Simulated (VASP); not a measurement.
# W (Im-3m) in VASP: settings compared

W is run at these levels: r2SCAN+D4, PBE; tasks: single point, relaxation of cell and atoms.

All numbers are computed with VASP 6.6.1; they aren't measurements. Logs are shortened: lines on timing, memory, paths and dates and some standing lists are left out, and cuts for length are marked.

**1. The cell of the first run**

It takes space group Im-3m (No. 229, cubic). Conventional cell: a = 3.164 Å, b = 3.164 Å, c = 3.164 Å, α = 90.00°, β = 90.00°, γ = 90.00°. Within 3.6 Å of W (site symmetry m-3m) lie 14 W at 2.74 to 3.16 Å.

**2. Single point, r2SCAN+D4**

The input, POSCAR:

```
W
1.0
   -1.5822069446      1.5822069446      1.5822069446
    1.5822069446     -1.5822069446      1.5822069446
    1.5822069446      1.5822069446     -1.5822069446
W
1
Direct
    0.0000000000      0.0000000000      0.0000000000
```

The input, INCAR.step1:

```
  PREC = Accurate
  ENCUT = 520
  ISMEAR = 1
  SIGMA = 0.1
  LREAL = False
  LASPH = True
  NELM = 100
  NBANDS = 13
  GGA = PE
  ALGO = Normal
  EDIFF = 1E-4
  LWAVE = True
  LCHARG = False
```

The input, INCAR.step2:

```
  PREC = Accurate
  ENCUT = 520
  EDIFF = 1E-7
  ISMEAR = 1
  SIGMA = 0.1
  LREAL = False
  LASPH = True
  NELM = 100
  ALGO = Normal
  ISIF = 2
  LWAVE = False
  LCHARG = False
  METAGGA = R2SCAN
  LMIXTAU = True
  IVDW = 13
  VDW_S6 = 1.0
  VDW_S8 = 0.6018749
  VDW_A1 = 0.51559235
  VDW_A2 = 5.77342911
  NBANDS = 13
  ISTART = 1
```

The input, KPOINTS:

```
regular mesh
0
Gamma
  12 12 12
```

Potentials or basis: VASP PAW PBE potentials, release 64 (W_sv).

On the command line:

```console
$ cat potpaw_PBE.64/W_sv/POTCAR > POTCAR
$ cp INCAR.step1 INCAR
$ mpirun -np 1 vasp_std > vasp.out
$ cp INCAR.step2 INCAR
$ mpirun -np 1 vasp_std > vasp.out
```

OUTCAR:

```text
PREC = Accurate
   ENCUT = 520
   EDIFF = 1E-7
   ISMEAR = 1
   LREAL = False
   LASPH = True
   NELM = 100
   ISIF = 2
   METAGGA = R2SCAN
   IVDW = 13
   ISTART = 1

 ion  position               nearest neighbor table
   1  0.000  0.000  0.000-

  LATTYP: Found a body centered cubic cell.
 ALAT       =     3.1644138892

  Lattice vectors:

 A1 = (  -1.5822069446,   1.5822069446,   1.5822069446)
 A2 = (   1.5822069446,  -1.5822069446,   1.5822069446)
 A3 = (   1.5822069446,   1.5822069446,  -1.5822069446)

Analysis of symmetry for initial positions (statically):
=====================================================================
 Subroutine PRICEL returns:
 Original cell was already a primitive cell.

 Routine SETGRP: Setting up the symmetry group for a
 body centered cubic supercell.

 Subroutine GETGRP returns: Found 48 space group operations
 (whereof 48 operations were pure point group operations)
 out of a pool of 48 trial point group operations.

The static configuration has the point symmetry O_h .

Analysis of symmetry for dynamics (positions and initial velocities):
=====================================================================
 Subroutine PRICEL returns:
 Original cell was already a primitive cell.

 Routine SETGRP: Setting up the symmetry group for a
 body centered cubic supercell.

 Subroutine GETGRP returns: Found 48 space group operations
 (whereof 48 operations were pure point group operations)
 out of a pool of 48 trial point group operations.

The dynamic configuration has the point symmetry O_h .

 Subroutine INISYM returns: Found 48 space group operations
 (whereof 48 operations are pure point group operations),
 and found     1 'primitive' translations

----------------------------------------------------------------------------------------

                                     Primitive cell

  volume of cell :      15.8435

  direct lattice vectors                    reciprocal lattice vectors
    -1.582206945  1.582206945  1.582206945     0.000000000  0.316014287  0.316014287
     1.582206945 -1.582206945  1.582206945     0.316014287  0.000000000  0.316014287
     1.582206945  1.582206945 -1.582206945     0.316014287  0.316014287  0.000000000

  length of vectors
     2.740462816  2.740462816  2.740462816     0.446911691  0.446911691  0.446911691

  position of ions in fractional coordinates (direct lattice)
     0.000000000  0.000000000  0.000000000

  ion indices of the primitive-cell ions
   primitive index   ion index
                 1           1

----------------------------------------------------------------------------------------

 KPOINTS: regular mesh

Automatic generation of k-mesh.
 Grid dimensions read from file:
 generate k-points for:   12   12   12

 Generating k-lattice:

  Cartesian coordinates                     Fractional coordinates (reciprocal lattice)
     0.000000000  0.026334524  0.026334524     0.083333333  0.000000000  0.000000000
     0.026334524  0.000000000  0.026334524     0.000000000  0.083333333  0.000000000
     0.026334524  0.026334524  0.000000000     0.000000000  0.000000000  0.083333333

  Length of vectors
     0.037242641  0.037242641  0.037242641

  Shift w.r.t. Gamma in fractional coordinates (k-lattice)
     0.000000000  0.000000000  0.000000000

 Subroutine IBZKPT returns following result:
 ===========================================

 Found     72 irreducible k-points:

 Following reciprocal coordinates:
            Coordinates               Weight
  0.000000  0.000000  0.000000      1.000000
  0.083333  0.000000  0.000000     12.000000
  0.166667  0.000000  0.000000     12.000000
  0.250000  0.000000  0.000000     12.000000
  0.333333  0.000000  0.000000     12.000000
  0.416667  0.000000  0.000000     12.000000
[... 16 lines left out ...]
  0.333333  0.083333  0.083333     24.000000
  0.416667  0.083333  0.083333     12.000000
 [... further k-points ...]
   k-points           NKPTS =     72   k-points in BZ     NKDIM =     72   number of bands    NBANDS=     13
   number of dos      NEDOS =    301   number of ions     NIONS =      1
   total plane-waves  NPLWV =   8000
   dimension x,y,z NGX =    20 NGY =   20 NGZ =   20
   dimension x,y,z NGXF=    40 NGYF=   40 NGZF=   40
   ions per type =               1
   NGX,Y,Z   is equivalent  to a cutoff of  12.13, 12.13, 12.13 a.u.
   NGXF,Y,Z  is equivalent  to a cutoff of  24.27, 24.27, 24.27 a.u.
 SYSTEM =  unknown system
   PREC   = accura    normal or accurate (medium, high low for compatibility)
   ISTART =      1    job   : 0-new  1-cont  2-samecut
   ICHARG =      0    charge: 1-file 2-atom 10-const
   ISPIN  =      1    spin polarized calculation?
   LNONCOLLINEAR =      F non collinear calculations
   LSORBIT =      F    spin-orbit coupling
   LASPH  =      T    aspherical Exc in radial PAW
   ENCUT  =  520.0 eV  38.22 Ry    6.18 a.u.   5.10  5.10  5.10*2*pi/ulx,y,z
   NELM   =    100;   NELMIN=  2; NELMDL=  0     # of ELM steps
   EDIFF  = 0.1E-06   stopping-criterion for ELM
   LREAL  =      F    real-space projection
   EDIFFG = 0.1E-05   stopping-criterion for IOM
   NSW    =      0    number of steps for IOM
   IBRION =     -1    ionic relax: 0-MD 1-quasi-New 2-CG
   NFREE  =      0    steps in history (QN), initial steepest desc. (CG)
   ISIF   =      2    stress and relaxation
   ISYM   =      2    0-nonsym 1-usesym 2-fastsym
   POTIM  = 0.5000    time-step for ionic-motion
   TEBEG  =    0.0;   TEEND  =   0.0 temperature during run
   PSTRESS=    0.0 pullay stress
   NELECT =      14.0000    total number of electrons
   NUPDOWN=      -1.0000    fix difference up-down
   EMIN   =  10.00;   EMAX   =-10.00  energy-range for DOS
   EFERMI =   0.00;   METHOD = LEGACY
   ISMEAR =     1;   SIGMA  =   0.10  broadening in eV -4-tet -1-fermi 0-gaus
   EFERMI_NEDOS =   21; number of points for ismear=-14 and -15
   IALGO  =     38    algorithm
   IMIX   =      4    mixing-type and parameters
     AMIX     =   0.40;   BMIX     =  1.00
     AMIX_MAG =   1.60;   BMIX_MAG =  1.00
  volume/ion in A,a.u.               =      15.84       106.92
  Fermi-wavevector in a.u.,A,eV,Ry     =   1.570969  2.968701 33.578403  2.467943
  Thomas-Fermi vector in A             =   2.672623
   LORBIT       =      0    0 simple, 1 ext, 2 COOP (PROOUT), +10 PAW based schemes
   METAGGA = R2SCAN    functional components
   LHFCALC =     F    Hartree Fock is set to
   AEXX    =    0.0000 exact exchange contribution
   IVDW    =    13    specifies the selected vdW correction
   LEPSILON=     F    determine dielectric tensor
   LRPA    =     F    only Hartree local field effects (RPA)
 non-spin polarized calculation
 Methfessel and Paxton  Order N= 1 SIGMA  =   0.10
  energy-cutoff  :      520.00
  volume of cell :       15.84
 maximum number of plane-waves:       438
   NGX = 11   NGY = 11   NGZ = 11

 number of electron      14.0000004 magnetization

 Free energy of the ion-electron system (eV)
  ---------------------------------------------------
  ext. energy  EPLUGINS =         0.00000000
  ---------------------------------------------------
  free energy    TOTEN  =       -51.35400078 eV

  energy without entropy =      -51.35414309  energy(sigma->0) =      -51.35404822

 E-fermi :  11.1506     XC(G=0): -14.9663

 val. band max:       11.0601809503   @ k =   0.0833   0.0833   0.0000
 cond. band min:      11.1687187324   @ k =  -0.2500   0.3333   0.1667
 fundamental gap:      0.1085377821
 Fermi energy:        11.1506143208

 k-point     1 :       0.0000    0.0000    0.0000
  band No.  band energies     occupation
      1     -64.8351      2.00000
      2     -27.6914      2.00000
      3     -27.6914      2.00000
      4     -27.6914      2.00000
      5       1.1653      2.00000
      6      10.0072      2.00000
      7      10.0072      2.00000
      8      10.0072      2.00000
      9      13.8544      0.00000
     10      13.8544      0.00000
     11      26.5579      0.00000
     12      26.5579      0.00000
     13      26.5579      0.00000

 k-point     2 :       0.0833    0.0000    0.0000
  band No.  band energies     occupation
      1     -64.8250      2.00000
      2     -27.7909      2.00000
      3     -27.7222      2.00000
      4     -27.6919      2.00000
      5       1.5136      2.00000
      6       9.7950      2.00000
      7       9.9498      2.00000
      8      10.3443      2.00000
      9      13.5314      0.00000
     10      13.8548      0.00000
     11      26.8440      0.00000
     12      27.1522      0.00000
     13      27.3726      0.00000

 k-point     3 :       0.1667    0.0000    0.0000
  band No.  band energies     occupation
      1     -64.7975      2.00000
      2     -28.0567      2.00000
      3     -27.8055      2.00000
      4     -27.6933      2.00000
      5       2.4665      2.00000
      6       9.2621      2.00000
      7       9.6826      2.00000
      8      11.3293     -0.02992
      9      13.0927     -0.00000
     10      13.8923      0.00000
     11      27.3144      0.00000
     12      28.8213      0.00000
     13      28.9181      0.00000

 k-point     4 :       0.2500    0.0000    0.0000
  band No.  band energies     occupation
      1     -64.7596      2.00000
      2     -28.4063      2.00000
      3     -27.9174      2.00000
      4     -27.6952      2.00000
      5       3.6959      2.00000
      6       8.6200      2.00000
      7       9.3444      2.00000
      8      12.8784     -0.00000
      9      13.1367     -0.00000
     10      14.0345      0.00000
     11      26.7797      0.00000
     12      28.5753      0.00000
     13      31.3154      0.00000

 k-point     5 :       0.3333    0.0000    0.0000
  band No.  band energies     occupation
      1     -64.7217      2.00000
      2     -28.7419      2.00000
      3     -28.0272      2.00000
      4     -27.6972      2.00000
      5       4.5584      2.00000
      6       8.0517      2.00000
      7       9.7027      2.00000
      8      13.5009      0.00000
      9      14.3009      0.00000
     10      14.8131      0.00000
     11      25.2459      0.00000
     12      26.2010      0.00000
     13      33.4210      0.00000
[... 257 lines left out ...]
 k-point    22 :       0.2500    0.0833    0.0833
  band No.  band energies     occupation
      1     -64.7146      2.00000
      2     -28.7503      2.00000
      3     -28.0372      2.00000
      4     -27.7817      2.00000
      5       5.2488      2.00000
      6       7.9015      2.00000
      7       8.8487      2.00000
      8      13.6796      0.00000
      9      14.3714      0.00000
     10      16.2253      0.00000
     11      25.7272      0.00000
     12      25.9259      0.00000
     13      29.8389      0.00000

 k-point    23 :       0.3333    0.0833    0.0833
  band No.  band energies     occupation
      1     -64.6899      2.00000
      2     -28.9162      2.00000
      3     -28.1545      2.00000
      4     -27.7888      2.00000
      5       5.4455      2.00000
      6       7.5912      2.00000
      7      10.0563      2.00000
      8      13.9170      0.00000
      9      14.6662      0.00000
     10      18.1041      0.00000
     11      22.9902      0.00000
     12      24.6133      0.00000
     13      28.5940      0.00000

 k-point    24 :       0.4167    0.0833    0.0833
  band No.  band energies     occupation
      1     -64.6808      2.00000
      2     -28.9746      2.00000
      3     -28.1986      2.00000
      4     -27.7914      2.00000
      5       5.4144      2.00000
      6       7.4859      2.00000
      7      10.8551      2.00024
      8      13.9541      0.00000
      9      14.7867      0.00000
     10      18.9470      0.00000
     11      21.8206      0.00000
     12      24.1235      0.00000
     13      28.0285      0.00000

 [... further k-points ...]

------------------------ aborting loop because EDIFF is reached ----------------------------------------

  DFT-D4 for vdW energy calculation

  Edisp (eV):   -0.21919

  FORCE on cell =-STRESS in cart. coord.  units (eV):
  Direction    XX          YY          ZZ          XY          YZ          ZX
  --------------------------------------------------------------------------------------
  -------------------------------------------------------------------------------------
  Total       0.11793     0.11793     0.11793    -0.00000    -0.00000     0.00000
  in kB      11.92575    11.92575    11.92575    -0.00000    -0.00000     0.00000
  external pressure =       11.93 kB  Pullay stress =        0.00 kB

 VOLUME and BASIS-vectors are now :
 -----------------------------------------------------------------------------
  energy-cutoff  :      520.00
  volume of cell :       15.84
      direct lattice vectors                 reciprocal lattice vectors
    -1.582206945  1.582206945  1.582206945     0.000000000  0.316014287  0.316014287
     1.582206945 -1.582206945  1.582206945     0.316014287  0.000000000  0.316014287
     1.582206945  1.582206945 -1.582206945     0.316014287  0.316014287  0.000000000

 POSITION                                       TOTAL-FORCE (eV/Angst)
 -----------------------------------------------------------------------------------
      0.00000      0.00000      0.00000         0.000000      0.000000     -0.000000
 -----------------------------------------------------------------------------------
    total drift:                                0.000000     -0.000000      0.000000

  FREE ENERGIE OF THE ION-ELECTRON SYSTEM (eV)
  ---------------------------------------------------
  free  energy   TOTEN  =       -51.5731912990 eV

  energy  without entropy=      -51.5733336056  energy(sigma->0) =      -51.57323873
```

Run time: 70 s. Hardware: 1 thread of Intel Xeon 8259CL, shared host; peak memory 0.14 GiB.

Results:

```
Free energy                : -51.5732 eV
Pressure                   : 1.2 GPa
Band gap on the k mesh     : zero (bands 7 and 8 overlap by 6.62 eV)
Dispersion energy per atom : -0.219 eV
```

Levels at points of the mesh, in eV from the Fermi level:
```csv
k point,band 3,band 4,band 5,band 6,band 7,band 8,band 9,band 10,band 11,band 12
"(0.00, 0.00, 0.00)",-38.84,-38.84,-9.99,-1.14,-1.14,-1.14,2.70,2.70,15.41,15.41
"(0.50, 0.00, 0.00)",-39.29,-38.85,-6.42,-3.61,0.67,2.54,3.59,6.48,11.81,12.23
"(0.50, 0.50, 0.50)",-39.80,-39.80,-5.88,-5.88,5.48,5.48,5.48,8.69,8.69,8.69
```

Caveat: the PAW data sets were made with another functional, which shifts forces and pressure a little; spin-orbit coupling is left out, which moves the levels of the heavy elements.

**3. Relaxation of cell and atoms, PBE**

The input, INCAR:

```
  ALGO = Normal
  EDIFF = 1E-6
  EDIFFG = -0.01
  ENCUT = 600
  GGA = PE
  IBRION = 2
  ISIF = 3
  ISMEAR = 1
  LASPH = T
  LCHARG = F
  LREAL = F
  LWAVE = F
  NELM = 80
  NSW = 80
  PREC = Accurate
  SIGMA = 0.1
```

The input, KPOINTS:

```
k-points
0
Gamma
  12 12 12
```

The input, POSCAR:

```
W
1.0
   -1.5823450000      1.5823450000      1.5823450000
    1.5823450000     -1.5823450000      1.5823450000
    1.5823450000      1.5823450000     -1.5823450000
W
1
Direct
    0.0000000000      0.0000000000      0.0000000000
```

Potentials or basis: VASP PAW PBE potentials, release 64 (W_sv).

On the command line:

```console
$ cat potpaw_PBE.64/W_sv/POTCAR > POTCAR
$ mpirun -np 1 vasp_std > vasp.out
```

Run time: 53 s. Hardware: 1 thread of Intel Xeon 8259CL, shared host; peak memory 0.16 GiB.

The run converged. Its results:

```yaml
Free_energy: -12.9551 eV
Relaxed_volume: 16.19 Å³/atom
Relaxed_cell: a = 2.760 Å, b = 2.760 Å, c = 2.760 Å, α = 109.47°, β = 109.47°, γ = 109.47°
Space_group_after_relaxing_to_0.1_Å: Im-3m (No. 229)
Energy_gained_by_relaxing: 6.8 meV/atom
Ionic_steps: 4
Pressure_after_relaxing: 0.0 GPa
Band_gap_on_the_k_mesh: zero (bands 7 and 8 overlap by 6.21 eV)
```

The path:
| step | energy change (eV) | largest force (eV/Å) | pressure (GPa) | volume (Å³) |
| --- | --- | --- | --- | --- |
| 1 | 0.0000 | 0.0000 | 6.59 | 15.85 |
| 2 | 0.0688 | 0.0000 | -18.95 | 17.39 |
| 3 | -0.0068 | 0.0000 | -0.16 | 16.19 |
| 4 | -0.0068 | 0.0000 | -0.04 | 16.19 |

Final structure:
```yaml
crystal:
  lattice:
    - [-1.59351, 1.59351, 1.59351]
    - [1.59351, -1.59351, 1.59351]
    - [1.59351, 1.59351, -1.59351]
  atoms:
    - { symbol: W, position: [0.00000, 0.00000, 0.00000] }
```

Levels at points of the mesh, in eV from the Fermi level:
| k point | band 3 | band 4 | band 5 | band 6 | band 7 | band 8 | band 9 | band 10 | band 11 |
| --- | --- | --- | --- | --- | --- | --- | --- | --- | --- |
| (0.00, 0.00, 0.00) | -37.70 | -37.70 | -9.40 | -1.08 | -1.08 | -1.08 | 2.33 | 2.33 | 14.59 |
| (0.50, 0.00, 0.00) | -38.09 | -37.70 | -6.02 | -3.35 | 0.73 | 2.21 | 3.16 | 6.08 | 10.86 |
| (0.50, 0.50, 0.50) | -38.54 | -38.54 | -5.55 | -5.55 | 5.13 | 5.13 | 5.13 | 8.20 | 8.20 |

Caveat: spin-orbit coupling is left out, which moves the levels of the heavy elements. PBE usually gives volumes a little too large and moduli too small.
